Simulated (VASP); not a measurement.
NaCl:

```
Na Cl
1.0
     0.00000    2.71862    2.83781
     2.71862    0.00000    2.83781
     2.71862    2.71862    0.00000
Na Cl
1 1
Direct
  0.00000 0.00000 0.00000
  0.50000 0.50000 0.50000
```

This cell differs from its parent crystal: epitaxial xy strain -3.0%.

Base run:

* Program: VASP 6.6.1
* Functional: r2SCAN
* Potentials or basis: VASP PAW PBE potentials, release 64 (Na_pv, Cl)
* Cutoff: 520 eV
* k mesh: 8 × 8 × 8
* Occupations: gaussian, width 0.01 eV
* Spin: no spin polarisation

Its results: band gap on the k mesh 6.20 eV; pressure 1.4 GPa.

The run is repeated on the same cell with these changes: functional from r2SCAN to PBE; occupations from gaussian, width 0.01 eV to fermi-dirac, width 0.02 eV. What comes out?

Band gap on the k mesh 5.36 eV; pressure 3.0 GPa.

Caveats: the PAW data sets were made with another functional, which shifts forces and pressure a little (at least some runs).

